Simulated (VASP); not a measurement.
# Si (a cell with a defect) in VASP: notebook, part 2 of 2

VASP 6.6.1.

**3. Single point, PBEsol**

Input file INCAR:

```
PREC = Accurate
ENCUT = 520
EDIFF = 1E-6
ISMEAR = 0
SIGMA = 0.02
LREAL = Auto
LASPH = True
NELM = 60
ALGO = Normal
ISIF = 2
LWAVE = False
LCHARG = False
GGA = PS
NBANDS = 48
```

Input file KPOINTS:

```
regular mesh
0
Gamma
  2 2 2
```

Input file POSCAR:

```
Si
1.0
    0.0000000000      5.4300000000      5.4300000000
    5.4300000000      0.0000000000      5.4300000000
    5.4300000000      5.4300000000      0.0000000000
Si
17
Direct
   -0.0251722836     -0.0252682320      0.0762313996
    0.1325033149      0.1324246777      0.1274232044
    0.0187990792      0.0187379374      0.5019073665
    0.1021211786      0.1020359116      0.6943147330
    0.0079633517      0.5036559853     -0.0147528545
    0.1324523941      0.6081713628      0.1274667587
    0.0187298343      0.4610779006      0.5019488029
    0.1386845304      0.6245709024      0.6126755064
    0.5037375691      0.0078812155     -0.0147322284
    0.6082658379      0.1323533149      0.1274914365
    0.4611722836      0.0186389503      0.5019746777
    0.6246539595      0.1385926335      0.6126941068
    0.5036888582      0.5035872007     -0.0146864641
    0.6370988950      0.6370156538      0.0893453039
    0.5127775322      0.5126843462      0.4623545120
    0.6246337937      0.6245406077      0.6127330571
    0.8362395948      0.8361305709      0.4920515654
```

Potentials or basis: VASP PAW PBE potentials, release 64 (Si).

Launch:

```console
$ cat potpaw_PBE.64/Si/POTCAR > POTCAR
$ mpirun -np 1 vasp_std > vasp.out
```

OUTCAR:

```text
PREC = Accurate
   ENCUT = 520
   EDIFF = 1E-6
   ISMEAR = 0
   LREAL = Auto
   LASPH = True
   NELM = 60
   ISIF = 2
   GGA = PS

 ion  position               nearest neighbor table
   1  0.975  0.975  0.076-  10 2.35   6 2.35   2 2.35   4 2.39  17 2.61
   2  0.133  0.132  0.127-   5 2.33   9 2.33   1 2.35   3 2.35
   3  0.019  0.019  0.502-   4 2.30   2 2.35  17 2.47  12 2.48   8 2.48
   4  0.102  0.102  0.694-   3 2.30   7 2.30  11 2.30   1 2.39
   5  0.008  0.504  0.985-  14 2.33   6 2.33   2 2.33   8 2.34
   6  0.132  0.608  0.127-   5 2.33  13 2.33   1 2.35   7 2.35
   7  0.019  0.461  0.502-   4 2.30   6 2.35  17 2.47  16 2.48   8 2.48
   8  0.139  0.625  0.613-   5 2.34  15 2.35  17 2.40   3 2.48   7 2.48
   9  0.504  0.008  0.985-  14 2.33  10 2.33   2 2.33  12 2.34
  10  0.608  0.132  0.127-   9 2.33  13 2.33   1 2.35  11 2.35
  11  0.461  0.019  0.502-   4 2.30  10 2.35  17 2.47  16 2.48  12 2.48
  12  0.625  0.139  0.613-   9 2.34  15 2.35  17 2.40   3 2.48  11 2.48
  13  0.504  0.504  0.985-  14 2.33  10 2.33   6 2.33  16 2.34
  14  0.637  0.637  0.089-   5 2.33   9 2.33  13 2.33  15 2.34
  15  0.513  0.513  0.462-  14 2.34   8 2.35  12 2.35  16 2.35
  16  0.625  0.625  0.613-  13 2.34  15 2.35  17 2.40   7 2.48  11 2.48
  17  0.836  0.836  0.492-   8 2.40  12 2.40  16 2.40   3 2.47   7 2.47  11 2.47   1 2.61

[... 210 lines left out ...]
      5      -3.4530      2.00000
      6      -2.7817      2.00000
[... 381 lines left out ...]
     45      10.1771      0.00000
     46      10.2963      0.00000
 [bands above 46 left out]

------------------------ aborting loop because EDIFF is reached ----------------------------------------

  FORCE on cell =-STRESS in cart. coord.  units (eV):
  Direction    XX          YY          ZZ          XY          YZ          ZX
  --------------------------------------------------------------------------------------
  -------------------------------------------------------------------------------------
  Total        4.8142592      4.8177977      4.8038833     -1.0586377      1.0521319      1.0503023
  in kB       24.0885448     24.1062502     24.0366282     -5.2969815      5.2644291      5.2552747
  external PRESSURE =      24.0771411 kB  Pullay stress =       0.0000000 kB

 VOLUME and BASIS-vectors are now :
 -----------------------------------------------------------------------------
  energy-cutoff  :      520.00
  volume of cell :      320.21
      direct lattice vectors                 reciprocal lattice vectors
     0.000000000  5.430000000  5.430000000    -0.092081031  0.092081031  0.092081031
     5.430000000  0.000000000  5.430000000     0.092081031 -0.092081031  0.092081031
     5.430000000  5.430000000  0.000000000     0.092081031  0.092081031 -0.092081031

 POSITION                                       TOTAL-FORCE (eV/Angst)
 -----------------------------------------------------------------------------------
      5.70673      5.70725     10.58611         0.004692      0.004346     -0.006217
      1.41097      1.41140      1.43856         0.000616      0.000603      0.004247
      2.82710      2.82744      0.20383         0.006246      0.006512      0.011720
      4.32418      4.32465      1.10857         0.009194      0.009465     -0.009133
      8.08474      5.39313      2.77809         0.002308     -0.007371     -0.002455
      3.99451      1.41136      4.02159        -0.004718      0.000728     -0.000580
[... 9 lines left out ...]
      6.71840      6.71890      6.78302         0.002831      0.002664      0.011315
      7.21203      7.21262      9.08097        -0.032685     -0.032960      0.032032
 -----------------------------------------------------------------------------------
    total drift:                               -0.000828     -0.001405      0.000226

  FREE ENERGIE OF THE ION-ELECTRON SYSTEM (eV)
  ---------------------------------------------------
  free  energy   TOTEN  =       -93.6635007583 eV

  energy  without entropy=      -93.6596438946  energy(sigma->0) =      -93.66157233
```

stdout:

```text
POSCAR found type information on POSCAR Si
 POSCAR found :  1 types and      17 ions
 scaLAPACK will be used
 -----------------------------------------------------------------------------
|                                                                             |
|                                                                             |
|     You enforced a specific xc type in the INCAR file but a different       |
|     I HOPE YOU KNOW WHAT YOU ARE DOING!                                     |
|                                                                             |
 -----------------------------------------------------------------------------

 LDA part: xc-table for (Slater+PW92), standard interpolation
 POSCAR, INCAR and KPOINTS ok, starting setup
 FFT: planning ... GRIDC
 FFT: planning ... GRID_SOFT
 FFT: planning ... GRID
 WAVECAR not read
 entering main loop
```

Wall time 7 min (1 thread of Intel Xeon Platinum 8488C (Sapphire Rapids), shared host); peak memory 0.46 GiB.

Results:

```
Free energy            : -93.6635 eV
Pressure               : 2.4 GPa
Largest force          : 0.056 eV/Å
Band gap on the k mesh : zero (band 34 reaches 6.67 eV, above the bottom of band 35 at 6.60 eV)
```

Forces in eV/Å, atoms in the order of the input:
```
Si   0.005  0.004 -0.006
Si   0.001  0.001  0.004
Si   0.006  0.007  0.012
Si   0.009  0.009 -0.009
Si   0.002 -0.007 -0.002
Si  -0.005  0.001 -0.001
Si  -0.012  0.007 -0.005
Si   0.003 -0.009 -0.003
Si  -0.007  0.002 -0.003
Si   0.001 -0.005  0.000
Si   0.006 -0.012 -0.005
Si  -0.009  0.003 -0.003
Si   0.002  0.002  0.007
Si   0.017  0.017 -0.016
Si   0.011  0.011 -0.012
Si   0.003  0.003  0.011
Si  -0.033 -0.033  0.032
```

Stress tensor (GPa, compression positive):
```
 2.41 -0.53  0.53
-0.53  2.41  0.53
 0.53  0.53  2.40
```

Caveat: the k points lie up to 0.50 Å⁻¹ apart; the PAW data sets were made with another functional, which shifts forces and pressure a little.

**4. Single point, PBEsol**

Input file INCAR:

```
PREC = Accurate ; ENCUT = 520
EDIFF = 1E-6 ; ISMEAR = 0
SIGMA = 0.02 ; LREAL = Auto
LASPH = True ; NELM = 60
ALGO = Normal ; ISIF = 2
LWAVE = False ; LCHARG = True
GGA = PS ; LELF = True
LVHAR = True ; NBANDS = 48
```

KPOINTS is that of step 3.

Input file POSCAR:

```
Si
1.0
    0.0000000000      5.4300000000      5.4300000000
    5.4300000000      0.0000000000      5.4300000000
    5.4300000000      5.4300000000      0.0000000000
Si
17
Direct
   -0.0117421731     -0.0117815838      0.0355657459
    0.1217580110      0.1217705341      0.1394123389
    0.0008240331      0.0008155617      0.5120205341
    0.1125878453      0.1125593002      0.6625372007
    0.0172057090      0.4930066298     -0.0029499079
    0.1216943831      0.6173269797      0.1394658379
    0.0007884899      0.4865846225      0.5120647330
    0.1643272560      0.6067138122      0.6225790055
    0.4930004604      0.0172229282     -0.0029098527
    0.6173728361      0.1216588398      0.1395035912
    0.4866126151      0.0007553407      0.5120941989
    0.6067353591      0.1643408840      0.6226232044
    0.4929345304      0.4928894107     -0.0028492634
    0.6507187845      0.6507329650      0.0480152855
    0.5233923573      0.5233905157      0.4300498158
    0.6066360037      0.6065347145      0.6226890424
    0.7892461326      0.7892897790      0.6323407919
```

Launch:

```console
$ cat potpaw_PBE.64/Si/POTCAR > POTCAR
$ mpirun -np 1 vasp_std > vasp.out
```

It took 6.7 min on 1 thread of Intel Xeon Platinum 8488C (Sapphire Rapids), shared host; peak memory 0.46 GiB.

It converged, with:

* Free energy: -93.6634 eV
* Pressure: 2.4 GPa
* Largest force: 0.055 eV/Å
* Band gap on the k mesh: zero (band 34 reaches 6.67 eV, above the bottom of band 35 at 6.60 eV)

Forces in eV/Å, atoms in the order of the input:
```
Si  -0.016 -0.015  0.017
Si  -0.005 -0.005 -0.009
Si  -0.006 -0.005 -0.012
Si  -0.009 -0.009  0.008
Si   0.000  0.009  0.000
Si   0.009 -0.004  0.004
Si   0.011 -0.005  0.006
Si  -0.007  0.011  0.005
Si   0.008  0.000  0.000
Si  -0.004  0.008  0.004
Si  -0.005  0.010  0.006
Si   0.011 -0.008  0.005
Si   0.000  0.000 -0.007
Si  -0.005 -0.005  0.005
Si  -0.008 -0.009  0.009
Si  -0.006 -0.007 -0.010
Si   0.032  0.033 -0.031
```

Stress tensor (GPa, compression positive):
```
 2.40 -0.53  0.52
-0.53  2.41  0.53
 0.52  0.53  2.39
```

Levels at points of the mesh, in eV from the Fermi level:
```
           k point  band 31  band 32  band 33  band 34  band 35  band 36  band 37  band 38
(0.00, 0.00, 0.00)    -1.10    -0.65    -0.65    -0.42    -0.06    -0.06     0.25     0.25
(0.50, 0.00, 0.00)    -1.31    -1.27    -0.80    -0.16     0.22     0.68     0.92     1.04
(0.00, 0.50, 0.00)    -1.31    -1.27    -0.80    -0.16     0.22     0.68     0.92     1.04
(0.00, 0.00, 0.50)    -1.29    -1.22    -1.22    -0.25     0.36     0.36     1.20     1.20
(0.50, 0.50, 0.50)    -1.31    -1.27    -0.80    -0.16     0.22     0.68     0.92     1.04
(0.50, 0.50, 0.00)    -1.81    -1.63    -0.72     0.01     0.40     1.31     1.48     1.59
(0.00, 0.50, 0.50)    -1.81    -1.63    -0.72     0.01     0.40     1.31     1.48     1.59
(0.50, 0.00, 0.50)    -1.81    -1.63    -0.72     0.01     0.40     1.31     1.48     1.59
```

Caveat: the k points lie up to 0.50 Å⁻¹ apart; the PAW data sets were made with another functional, which shifts forces and pressure a little.

**5. Single point, PBEsol**

Input file INCAR:

```
SYSTEM = Si
PREC     = Accurate       ! precision mode
ENCUT    = 520            ! plane-wave cutoff, eV
EDIFF    = 1E-6           ! SCF threshold, eV
ISMEAR   = 0              ! smearing method
SIGMA    = 0.02           ! smearing width, eV
LREAL    = Auto         
LASPH    = .True.         ! aspherical terms in the spheres
NELM     = 100            ! most SCF steps
ALGO     = Normal         ! electronic algorithm
ISIF     = 2              ! what is computed and relaxed
LWAVE    = .False.        ! write WAVECAR
LCHARG   = .True.         ! write CHGCAR
GGA      = PS             ! functional
LELF     = .True.         ! ELF
LVHAR    = .True.       
NBANDS   = 48             ! bands
```

Input file KPOINTS:

```
regular mesh
0
Gamma
  2 2 2
  0 0 0
```

Input file POSCAR:

```
Si
1.0
    0.0000000000      5.4300000000      5.4300000000
    5.4300000000      0.0000000000      5.4300000000
    5.4300000000      5.4300000000      0.0000000000
Si
17
Direct
   -0.0076637201     -0.0076646409      0.0231128913
    0.1238863720      0.1239265193      0.1335742173
    0.0035391344      0.0035722836      0.5054651013
    0.1168965009      0.1169086556      0.6493898711
    0.0103920810      0.4959626151     -0.0021845304
    0.1238395028      0.6187325046      0.1336240331
    0.0035005525      0.4875364641      0.5055104972
    0.1459438306      0.6175869245      0.6190390424
    0.4959233886      0.0104191529     -0.0021217311
    0.6187340700      0.1238383057      0.1336648250
    0.4875315838      0.0035019337      0.5055455801
    0.6175531308      0.1459897790      0.6190982505
    0.4958676796      0.4958562615     -0.0020420810
    0.6374173112      0.6374558011      0.0877576427
    0.5136733886      0.5137185083      0.4589755985
    0.6174774401      0.6174396869      0.6191754144
    0.7674518416      0.7675203499      0.6975733886
```

Potentials or basis: VASP PAW PBE potentials, release 64 (Si).

Launch:

```console
$ cat potpaw_PBE.64/Si/POTCAR > POTCAR
$ mpirun -np 1 vasp_std > vasp.out
```

OUTCAR:

```text
SYSTEM = Si
   PREC = Accurate
   ENCUT = 520
   EDIFF = 1E-6
   ISMEAR = 0
   LREAL = Auto
   LASPH = .True.
   NELM = 100
   ISIF = 2
   GGA = PS

 ion  position               nearest neighbor table
   1  0.992  0.992  0.023-   4 2.34  10 2.34   6 2.34   2 2.34
   2  0.124  0.124  0.134-   3 2.33   9 2.33   5 2.33   1 2.34
   3  0.004  0.004  0.505-   4 2.33   2 2.33  12 2.42   8 2.42  17 2.59
   4  0.117  0.117  0.649-   3 2.33   7 2.33  11 2.33   1 2.34
   5  0.010  0.496  0.998-   6 2.33   2 2.33  14 2.35   8 2.38  17 2.96
   6  0.124  0.619  0.134-   7 2.33  13 2.33   5 2.33   1 2.34
   7  0.004  0.488  0.506-   4 2.33   6 2.33  16 2.42   8 2.42  17 2.59
   8  0.146  0.618  0.619-  15 2.32   5 2.38  17 2.39   3 2.42   7 2.42
   9  0.496  0.010  0.998-  10 2.33   2 2.33  14 2.35  12 2.38  17 2.96
[... 616 lines left out ...]

 VOLUME and BASIS-vectors are now :
 -----------------------------------------------------------------------------
  energy-cutoff  :      520.00
  volume of cell :      320.21
      direct lattice vectors                 reciprocal lattice vectors
     0.000000000  5.430000000  5.430000000    -0.092081031  0.092081031  0.092081031
     5.430000000  0.000000000  5.430000000     0.092081031 -0.092081031  0.092081031
     5.430000000  5.430000000  0.000000000     0.092081031  0.092081031 -0.092081031

 POSITION                                       TOTAL-FORCE (eV/Angst)
 -----------------------------------------------------------------------------------
      5.51388      5.51389     10.77677        -0.036477     -0.036506      0.035938
      1.39823      1.39801      1.34562        -0.021449     -0.021221      0.026540
      2.76407      2.76389      0.03861        -0.024519     -0.024382      0.023278
      4.16100      4.16093      1.26956        -0.041278     -0.041171      0.041425
      8.11121      5.47457      2.74951         0.003786     -0.032856     -0.003495
      4.08530      1.39803      4.03217        -0.027052     -0.021248      0.021664
[... 9 lines left out ...]
      6.71482      6.71502      6.70560         0.016222      0.015878      0.089745
      7.95546      7.95509      8.33490         0.151130      0.151756     -0.151316
 -----------------------------------------------------------------------------------
    total drift:                                0.008022      0.008470     -0.009329

  FREE ENERGIE OF THE ION-ELECTRON SYSTEM (eV)
  ---------------------------------------------------
  free  energy   TOTEN  =       -93.8098036678 eV

  energy  without entropy=      -93.8059470074  energy(sigma->0) =      -93.80787534
```

Run time: 6.8 min. Hardware: 1 thread of Intel Xeon Platinum 8488C (Sapphire Rapids), shared host; peak memory 0.46 GiB.

Results:

- Free energy: -93.8098 eV
- Pressure: 3.2 GPa
- Largest force: 0.262 eV/Å
- Band gap on the k mesh: zero (band 34 reaches 6.78 eV, above the bottom of band 35 at 6.64 eV)

Forces in eV/Å, atoms in the order of the input:
```
Si  -0.036 -0.037  0.036
Si  -0.021 -0.021  0.027
Si  -0.025 -0.024  0.023
Si  -0.041 -0.041  0.041
Si   0.004 -0.033 -0.003
Si  -0.027 -0.021  0.022
Si  -0.024 -0.024  0.024
Si   0.016 -0.090 -0.016
Si  -0.033  0.004 -0.004
Si  -0.021 -0.027  0.022
Si  -0.024 -0.024  0.025
Si  -0.089  0.016 -0.016
Si   0.003  0.003  0.033
Si   0.089  0.089 -0.089
Si   0.063  0.062 -0.062
Si   0.016  0.016  0.090
Si   0.151  0.152 -0.151
```

Caveat: the k points lie up to 0.50 Å⁻¹ apart; the PAW data sets were made with another functional, which shifts forces and pressure a little.
